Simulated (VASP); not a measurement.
# CaSe (P6_3/mmc) in VASP: a series of runs

Runs on CaSe. Level: r2SCAN. Tasks: single point.

Everything below comes from runs of VASP 6.6.1. Logs are shortened: lines on timing, memory, paths and dates and some standing lists are left out, and cuts for length are marked.

### Step 1. The cell of the first run

The structure is hexagonal, space group P6_3/mmc (No. 194). Conventional cell: a = 5.006 Å, b = 5.006 Å, c = 5.876 Å, α = 90.00°, β = 90.00°, γ = 120.00°. Within 3.8 Å of Ca (site symmetry -6m2) lie 5 Se at 2.89 to 2.94 Å. Within 3.8 Å of Se (site symmetry -6m2) lie 5 Ca at 2.89 to 2.94 Å.

### Step 2. Single point, r2SCAN

POSCAR reads:

```
CaSe
1.0
    5.0055966708      0.0000000000      0.0000000000
   -2.5027983354      4.3349738781      0.0000000000
    0.0000000000      0.0000000000      5.8757322638
Ca Se
2 2
Direct
    0.3333333333      0.6666666667     -0.0624992789
    0.6666666667      0.3333333333      0.4375007211
    0.3333333333      0.6666666667      0.4374992789
    0.6666666667      0.3333333333      0.9374992789
```

INCAR.step1 reads:

```
SYSTEM = CaSe
ALGO     = Normal         ! electronic algorithm
EDIFF    = 1E-4           ! SCF threshold, eV
ENCUT    = 520            ! plane-wave cutoff, eV
GGA      = PE             ! functional
ISMEAR   = 0              ! smearing method
LASPH    = .TRUE.         ! aspherical terms in the spheres
LCHARG   = .FALSE.        ! write CHGCAR
LREAL    = .FALSE.        ! projectors in reciprocal space
LWAVE    = .TRUE.         ! write WAVECAR
NBANDS   = 24             ! bands
NELM     = 100            ! most SCF steps
PREC     = Accurate       ! precision mode
SIGMA    = 0.01           ! smearing width, eV
```

INCAR.step2 reads:

```
SYSTEM = CaSe
ALGO     = Normal         ! electronic algorithm
EDIFF    = 1E-7           ! SCF threshold, eV
ENCUT    = 520            ! plane-wave cutoff, eV
ISIF     = 2              ! what is computed and relaxed
ISMEAR   = 0              ! smearing method
ISTART   = 1            
LASPH    = .TRUE.         ! aspherical terms in the spheres
LCHARG   = .TRUE.         ! write CHGCAR
LELF     = .TRUE.         ! ELF
LMIXTAU  = .TRUE.       
LREAL    = .FALSE.        ! projectors in reciprocal space
LVHAR    = .TRUE.       
LWAVE    = .FALSE.        ! write WAVECAR
METAGGA  = R2SCAN         ! meta-GGA
NBANDS   = 24             ! bands
NELM     = 100            ! most SCF steps
PREC     = Accurate       ! precision mode
SIGMA    = 0.01           ! smearing width, eV
```

KPOINTS reads:

```
k-points
0
G
  6 6 4
  0 0 0
```

Potentials or basis: VASP PAW PBE potentials, release 64 (Ca_sv, Se).

Launch:

```sh
$ cat potpaw_PBE.64/Ca_sv/POTCAR potpaw_PBE.64/Se/POTCAR > POTCAR
$ cp INCAR.step1 INCAR
$ mpirun -np 1 vasp_std > vasp.out
$ cp INCAR.step2 INCAR
$ mpirun -np 1 vasp_std > vasp.out
```

OUTCAR:

```text
SYSTEM = CaSe
   EDIFF = 1E-7
   ENCUT = 520
   ISIF = 2
   ISMEAR = 0
   ISTART = 1
   LASPH = .TRUE.
   LREAL = .FALSE.
   METAGGA = R2SCAN
   NELM = 100
   PREC = Accurate

 ion  position               nearest neighbor table
   1  0.333  0.667  0.938-   4 2.89   4 2.89   4 2.89   3 2.94   3 2.94
   2  0.667  0.333  0.438-   3 2.89   3 2.89   3 2.89   4 2.94   4 2.94
   3  0.333  0.667  0.437-   2 2.89   2 2.89   2 2.89   1 2.94   1 2.94
   4  0.667  0.333  0.937-   1 2.89   1 2.89   1 2.89   2 2.94   2 2.94

  LATTYP: Found a hexagonal cell.
 ALAT       =     5.0055966708
 C/A-ratio  =     1.1738325419

  Lattice vectors:

 A1 = (   5.0055966708,   0.0000000000,   0.0000000000)
 A2 = (  -2.5027983354,   4.3349738781,   0.0000000000)
 A3 = (   0.0000000000,   0.0000000000,   5.8757322638)

Analysis of symmetry for initial positions (statically):
=====================================================================
 Subroutine PRICEL returns:
 Original cell was already a primitive cell.

 Routine SETGRP: Setting up the symmetry group for a
 hexagonal supercell.

 Subroutine GETGRP returns: Found 24 space group operations
 (whereof  6 operations were pure point group operations)
 out of a pool of 24 trial point group operations.

The static configuration has the point symmetry C_3v.
 The point group associated with its full space group is D_6h.

Analysis of symmetry for dynamics (positions and initial velocities):
=====================================================================
 Subroutine PRICEL returns:
 Original cell was already a primitive cell.

 Routine SETGRP: Setting up the symmetry group for a
 hexagonal supercell.

 Subroutine GETGRP returns: Found 24 space group operations
 (whereof  6 operations were pure point group operations)
 out of a pool of 24 trial point group operations.

The dynamic configuration has the point symmetry C_3v.
 The point group associated with its full space group is D_6h.

 Subroutine INISYM returns: Found 24 space group operations
 (whereof  6 operations are pure point group operations),
 and found     1 'primitive' translations

----------------------------------------------------------------------------------------

                                     Primitive cell

  volume of cell :     127.4983

[... 85 lines left out ...]
   LASPH  =      T    aspherical Exc in radial PAW
   ENCUT  =  520.0 eV  38.22 Ry    6.18 a.u.   9.31  9.31 10.92*2*pi/ulx,y,z
   NELM   =    100;   NELMIN=  2; NELMDL=  0     # of ELM steps
   EDIFF  = 0.1E-06   stopping-criterion for ELM
   LREAL  =      F    real-space projection
   EDIFFG = 0.1E-05   stopping-criterion for IOM
   NSW    =      0    number of steps for IOM
   IBRION =     -1    ionic relax: 0-MD 1-quasi-New 2-CG
   NFREE  =      0    steps in history (QN), initial steepest desc. (CG)
   ISIF   =      2    stress and relaxation
   ISYM   =      2    0-nonsym 1-usesym 2-fastsym
   POTIM  = 0.5000    time-step for ionic-motion
   TEBEG  =    0.0;   TEEND  =   0.0 temperature during run
   PSTRESS=    0.0 pullay stress
   NELECT =      32.0000    total number of electrons
   NUPDOWN=      -1.0000    fix difference up-down
   EMIN   =  10.00;   EMAX   =-10.00  energy-range for DOS
   EFERMI =   0.00;   METHOD = LEGACY
   ISMEAR =     0;   SIGMA  =   0.01  broadening in eV -4-tet -1-fermi 0-gaus
   EFERMI_NEDOS =   21; number of points for ismear=-14 and -15
   IALGO  =     38    algorithm
   IMIX   =      4    mixing-type and parameters
     AMIX     =   0.40;   BMIX     =  1.00
     AMIX_MAG =   1.60;   BMIX_MAG =  1.00
  volume/ion in A,a.u.               =      31.87       215.10
  Fermi-wavevector in a.u.,A,eV,Ry     =   1.032658  1.951442 14.509029  1.066384
  Thomas-Fermi vector in A             =   2.166867
   LORBIT       =      0    0 simple, 1 ext, 2 COOP (PROOUT), +10 PAW based schemes
   METAGGA = R2SCAN    functional components
   LHFCALC =     F    Hartree Fock is set to
   AEXX    =    0.0000 exact exchange contribution
   IVDW    =     0    specifies the selected vdW correction
   LEPSILON=     F    determine dielectric tensor
   LRPA    =     F    only Hartree local field effects (RPA)
 non-spin polarized calculation
 Gauss-broadening in eV      SIGMA  =   0.01
  energy-cutoff  :      520.00
  volume of cell :      127.50
 maximum number of plane-waves:      3460
 NGX is ok and might be reduce to    40
   NGX = 19   NGY = 19   NGZ = 21

 number of electron      32.0000003 magnetization

 Free energy of the ion-electron system (eV)
  ---------------------------------------------------
  ext. energy  EPLUGINS =         0.00000000
  ---------------------------------------------------
  free energy    TOTEN  =       -51.36344674 eV

  energy without entropy =      -51.36344674  energy(sigma->0) =      -51.36344674

 E-fermi :   0.9549     XC(G=0):  -8.4486

 val. band max:        0.9091545389   @ k =   0.0000   0.0000   0.0000
 cond. band min:       3.8017738642   @ k =   0.3333   0.3333   0.0000
 fundamental gap:      2.8926193253
 Fermi energy:         0.9549462351

 k-point     1 :       0.0000    0.0000    0.0000
  band No.  band energies     occupation
      1     -40.5347      2.00000
      2     -40.5264      2.00000
      3     -20.6998      2.00000
      4     -20.6998      2.00000
      5     -20.6959      2.00000
      6     -20.6710      2.00000
[... 556 lines left out ...]
     23       7.0934      0.00000
     24       7.0934      0.00000

------------------------ aborting loop because EDIFF is reached ----------------------------------------

  FORCE on cell =-STRESS in cart. coord.  units (eV):
  Direction    XX          YY          ZZ          XY          YZ          ZX
  --------------------------------------------------------------------------------------
  -------------------------------------------------------------------------------------
  Total        0.1490792      0.1490792      0.1759643      0.0000000     -0.0000000      0.0000000
  in kB        1.8733695      1.8733695      2.2112141      0.0000000     -0.0000000      0.0000000
  external PRESSURE =       1.9859844 kB  Pullay stress =       0.0000000 kB

 VOLUME and BASIS-vectors are now :
 -----------------------------------------------------------------------------
  energy-cutoff  :      520.00
  volume of cell :      127.50
      direct lattice vectors                 reciprocal lattice vectors
     5.005596671  0.000000000  0.000000000     0.199776383  0.115340949  0.000000000
    -2.502798335  4.334973878  0.000000000     0.000000000  0.230681898  0.000000000
     0.000000000  0.000000000  5.875732264     0.000000000  0.000000000  0.170191553

 POSITION                                       TOTAL-FORCE (eV/Angst)
 -----------------------------------------------------------------------------------
     -0.00000      2.88998      5.50850        -0.000000      0.000000      0.000000
      2.50280      1.44499      2.57064         0.000000     -0.000000      0.000000
     -0.00000      2.88998      2.57063        -0.000000      0.000000     -0.000000
      2.50280      1.44499      5.50849         0.000000     -0.000000      0.000000
 -----------------------------------------------------------------------------------
    total drift:                               -0.000000      0.000000      0.005858

  FREE ENERGIE OF THE ION-ELECTRON SYSTEM (eV)
  ---------------------------------------------------
  free  energy   TOTEN  =       -51.3634467366 eV

  energy  without entropy=      -51.3634467366  energy(sigma->0) =      -51.36344674
```

OUTCAR.step1:

```text
SYSTEM = CaSe
   EDIFF = 1E-4
   ENCUT = 520
   GGA = PE
   ISMEAR = 0
   LASPH = .TRUE.
   LREAL = .FALSE.
   NELM = 100
[... 791 lines left out ...]
      2.50280      1.44499      2.57064        -0.000000     -0.000000      0.000000
     -0.00000      2.88998      2.57063         0.000000      0.000000      0.000000
      2.50280      1.44499      5.50849         0.000000     -0.000000      0.000000
 -----------------------------------------------------------------------------------
    total drift:                               -0.000000      0.000000      0.005856

  FREE ENERGIE OF THE ION-ELECTRON SYSTEM (eV)
  ---------------------------------------------------
  free  energy   TOTEN  =       -18.4998503942 eV

  energy  without entropy=      -18.4998503942  energy(sigma->0) =      -18.49985039
```

It took 2.5 min on 1 thread of Intel Xeon 6975P-C (Granite Rapids), shared host; peak memory 0.32 GiB.

Results:

| Quantity | Value |
| --- | --- |
| Free energy | -51.3634 eV |
| Pressure | 0.2 GPa |
| Band gap on the k mesh | 2.89 eV, indirect (least direct gap 3.04 eV) |

Levels at points of the mesh, in eV from the valence-band top:
```csv
k point,band 14,band 15,band 16,band 17,band 18,band 19
"(0.00, 0.00, 0.00)",-1.07,-1.07,0.00,3.04,4.09,4.09
"(0.50, 0.00, 0.00)",-1.44,-0.99,-0.52,3.54,3.70,4.16
"(0.00, 0.00, 0.50)",-1.40,-1.40,-1.40,4.23,4.23,5.56
"(0.50, 0.00, 0.50)",-1.24,-1.06,-1.06,4.04,4.04,5.22
```

Caveat: the PAW data sets were made with another functional, which shifts forces and pressure a little. r2SCAN opens gaps a little over a GGA but as a rule still falls short of measured ones.

### Step 3. Single point, r2SCAN (strain +2.5%)

POSCAR reads:

```
CaSe
1.0
    5.1307365876      0.0000000000      0.0000000000
   -2.5653682938      4.4433482250      0.0000000000
    0.0000000000      0.0000000000      6.0226255704
Ca Se
2 2
Direct
    0.3333333333      0.6666666667     -0.0625000000
    0.6666666667      0.3333333333      0.4375000000
    0.3333333333      0.6666666667      0.4375000000
    0.6666666667      0.3333333333      0.9375000000
```

Changes to INCAR.step1 since step 2:

```diff
@@ -11,3 +11,3 @@
 NBANDS   = 24             ! bands
-NELM     = 100            ! most SCF steps
+NELM     = 60             ! most SCF steps
 PREC     = Accurate       ! precision mode
```

Changes to INCAR.step2 since step 2:

```diff
@@ -2,3 +2,3 @@
 ALGO     = Normal         ! electronic algorithm
-EDIFF    = 1E-7           ! SCF threshold, eV
+EDIFF    = 1E-6           ! SCF threshold, eV
 ENCUT    = 520            ! plane-wave cutoff, eV
@@ -16,3 +16,3 @@
 NBANDS   = 24             ! bands
-NELM     = 100            ! most SCF steps
+NELM     = 60             ! most SCF steps
 PREC     = Accurate       ! precision mode
```

KPOINTS is that of step 2.

Potentials or basis: VASP PAW PBE potentials, release 64 (Ca_sv, Se).

Launch:

```sh
$ cat potpaw_PBE.64/Ca_sv/POTCAR potpaw_PBE.64/Se/POTCAR > POTCAR
$ cp INCAR.step1 INCAR
$ mpirun -np 1 vasp_std > vasp.out
$ cp INCAR.step2 INCAR
$ mpirun -np 1 vasp_std > vasp.out
```

It took 2.8 min on 1 thread of Intel Xeon 6975P-C (Granite Rapids), shared host; peak memory 0.32 GiB.

The run converged. Its results:

```yaml
Free_energy: -51.2916 eV
Pressure: -2.4 GPa
Band_gap_on_the_k_mesh: 2.90 eV, direct
```

Stress tensor (GPa, compression positive):
```
-2.30  0.00  0.00
 0.00 -2.30  0.00
 0.00  0.00 -2.72
```

Levels at points of the mesh, in eV from the valence-band top:
| k point | band 12 | band 13 | band 14 | band 15 | band 16 | band 17 | band 18 | band 19 | band 20 | band 21 |
| --- | --- | --- | --- | --- | --- | --- | --- | --- | --- | --- |
| (0.00, 0.00, 0.00) | -1.42 | -1.42 | -0.92 | -0.92 | 0.00 | 2.90 | 4.12 | 4.12 | 4.83 | 5.31 |
| (0.50, 0.00, 0.00) | -1.50 | -1.46 | -1.31 | -0.89 | -0.45 | 3.61 | 3.72 | 4.15 | 4.97 | 5.05 |
| (0.00, 0.00, 0.50) | -1.76 | -1.24 | -1.24 | -1.24 | -1.24 | 4.10 | 4.10 | 5.43 | 5.43 | 5.43 |
| (0.50, 0.00, 0.50) | -2.44 | -1.11 | -1.11 | -0.92 | -0.92 | 4.04 | 4.04 | 5.12 | 5.12 | 5.63 |

Caveat: the cell differs from its parent crystal (strain +2.5%); the PAW data sets were made with another functional, which shifts forces and pressure a little. A k mesh can miss the band edges.
